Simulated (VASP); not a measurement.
## Te: relaxation of cell and atoms with PBE

The system is Te.

```
Te
1.0
     4.45400    0.00000    0.00000
    -2.22700    3.85728    0.00000
     0.00000    0.00000    5.92400
Te
3
Direct
  0.26900 0.00000 0.33333
  0.00000 0.26900 0.66667
  0.73100 0.73100 0.00000
```

```yaml
Program: VASP 6.6.1
Task: relaxation of cell and atoms
Functional: PBE
Potentials_or_basis: VASP PAW PBE potentials, release 64 (Te)
Cutoff: 600 eV
k_mesh: 7 × 7 × 5
Occupations: gaussian, width 0.1 eV
Spin: no spin polarisation
Target_pressure: 5 GPa
Dipole_correction: no
Further_INCAR_settings: ALGO = Normal; EDIFF = 1e-06; IBRION = 2; EDIFFG = -0.005; NSW = 80; ISIF = 3
```

* Relaxed volume: 30.30 Å³/atom
* Relaxed cell: a = 4.194 Å, b = 4.194 Å, c = 5.967 Å, α = 90.00°, β = 90.00°, γ = 120.00°
* Space group after relaxing (to 0.1 Å): P3_121 (No. 152)
* Energy change on relaxing (the run minimises the enthalpy): +55.1 meV/atom
* Ionic steps: 16
* Pressure after relaxing: 5.0 GPa
* Band gap on the k mesh: 0.46 eV (least direct gap 0.51 eV)

Forces on the atoms (eV/Å):
```
Te   0.002  0.000  0.000
Te  -0.001  0.002  0.000
Te  -0.001 -0.002  0.000
```

The path:
| step | energy change (eV) | largest force (eV/Å) | pressure (GPa) | volume (Å³) |
| --- | --- | --- | --- | --- |
| 1 | 0.0000 | 0.1600 | 1.45 | 101.78 |
| 2 | 0.2936 | 0.7604 | 8.44 | 91.11 |
| 3 | 0.1247 | 0.5030 | 5.22 | 95.29 |
| 4 | 0.1272 | 0.3769 | 5.25 | 93.87 |
| 5 | 0.2054 | 0.1015 | 6.03 | 89.77 |
| 6 | 0.1091 | 0.0668 | 3.18 | 93.18 |
| 7 | 0.1639 | 0.0377 | 4.96 | 90.96 |
| 8 | 0.1630 | 0.0279 | 4.97 | 90.97 |
| 9 | 0.1620 | 0.0114 | 4.98 | 90.99 |
| 10 | 0.1619 | 0.0108 | 4.98 | 90.99 |
| 11 | 0.1642 | 0.0081 | 4.99 | 90.92 |
| 12 | 0.1699 | 0.0020 | 5.05 | 90.74 |
| 13 | 0.1686 | 0.0033 | 5.07 | 90.78 |
| 14 | 0.1664 | 0.0057 | 5.04 | 90.85 |
| 15 | 0.1642 | 0.0007 | 4.96 | 90.92 |
| 16 | 0.1652 | 0.0025 | 4.98 | 90.89 |

Final structure:
```yaml
crystal:
  lattice:
    - [4.19384, 0.00000, 0.00000]
    - [-2.09692, 3.63197, 0.00000]
    - [0.00000, 0.00000, 5.96676]
  atoms:
    - { symbol: Te, position: [0.29453, 0.00000, 0.33333] }
    - { symbol: Te, position: [0.00000, 0.29453, 0.66667] }
    - { symbol: Te, position: [0.70547, 0.70547, 0.00000] }
```

Levels at points of the mesh, in eV from the valence-band top:
```
           k point  band 6  band 7  band 8  band 9  band 10  band 11  band 12  band 13
(0.00, 0.00, 0.00)   -2.24   -1.61   -1.61   -1.11     1.29     1.29     2.09     4.96
```

Wall time 2.5 min on 1 thread of AMD EPYC 9R45 96-Core Processor (Zen 5), on a shared host, peak memory 0.24 GiB.

Caveat: the cell is relaxed towards a set pressure, so the run minimises the enthalpy, not the energy; spin-orbit coupling is left out, which moves the levels of the heavy elements. As with any semilocal functional, this PBE gap is likely too small.
